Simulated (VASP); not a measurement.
Al2GaP3: single point with PBE

The system is Al2GaP3.

```
Al Ga P
1.0
     3.89114    0.00000    0.00000
    -1.94557    3.36983    0.00000
     0.00000    0.00000    9.49792
Al Ga P
2 1 3
Direct
  0.33333 0.66667 0.33298
  0.66667 0.33333 0.66625
  0.00000 0.00000 0.99995
  0.00000 0.00000 0.25074
  0.66667 0.33333 0.91642
  0.33333 0.66667 0.58366
```

| Item | Value |
| --- | --- |
| Program | VASP 6.6.1 |
| Task | single point |
| Functional | PBE |
| Potentials or basis | VASP PAW PBE potentials, release 64 (Al, Ga_d, P) |
| Cutoff | 520 eV |
| k mesh | 5 × 5 × 2 |
| Occupations | gaussian, width 0.2 eV |
| Spin | no spin polarisation |

| Item | Value |
| --- | --- |
| Pressure | 0.5 GPa |
| Largest force | 0.035 eV/Å |
| Band gap on the k mesh | 1.82 eV, indirect (least direct gap 2.00 eV) |

Forces on the atoms (eV/Å):
```
Al   0.000  0.000  0.002
Al   0.000  0.000  0.021
Ga   0.000  0.000  0.009
P    0.000  0.000  0.009
P    0.000  0.000 -0.035
P    0.000  0.000 -0.005
```

Levels at points of the mesh, in eV from the valence-band top:
| k point | band 13 | band 14 | band 15 | band 16 | band 17 | band 18 | band 19 | band 20 | band 21 | band 22 |
| --- | --- | --- | --- | --- | --- | --- | --- | --- | --- | --- |
| (0.00, 0.00, 0.00) | -0.69 | -0.69 | -0.01 | 0.00 | 0.00 | 2.00 | 2.75 | 2.95 | 4.28 | 4.28 |
| (0.00, 0.00, 0.50) | -0.92 | -0.44 | -0.44 | -0.17 | -0.17 | 2.12 | 3.01 | 3.32 | 4.68 | 4.68 |

Wall time 20 s on 1 thread of Intel(R) Xeon(R) 6975P-C (Granite Rapids), with other jobs on the host, peak memory 0.24 GiB.

A k mesh can miss the band edges. PBE gaps usually lie below the measured ones, often by a third to a half.
